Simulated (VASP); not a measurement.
Input of a VASP 6.6.1 run:

The input INCAR:

```
SYSTEM = Rb
PREC = Accurate ; ENCUT = 520
EDIFF = 1E-6 ; ISMEAR = 0
SIGMA = 0.02 ; LREAL = .FALSE.
LASPH = .TRUE. ; NELM = 100
ALGO = Fast ; ISIF = 2
LWAVE = .FALSE. ; LCHARG = .TRUE.
GGA = PE ; LELF = .TRUE.
LVHAR = .TRUE. ; NBANDS = 10
```

The input KPOINTS:

```
regular mesh
0
G
  7 7 7
  0 0 0
```

Contents of POSCAR:

```
Rb
1.0
    4.8540723900      0.0000000000      0.0000000000
   -1.6180241296      4.5764633379      0.0000000000
   -1.6180241296     -2.2882316682      3.9633335106
Rb
1
Direct
    0.0000000000      0.0000000000      0.0000000000
```

Potentials or basis: VASP PAW PBE potentials, release 64 (Rb_sv).

Run with:

```console
$ cat potpaw_PBE.64/Rb_sv/POTCAR > POTCAR
$ mpirun -np 1 vasp_std > vasp.out
```

**Question.** Estimate the pressure.

**Answer.** 0.1 GPa.
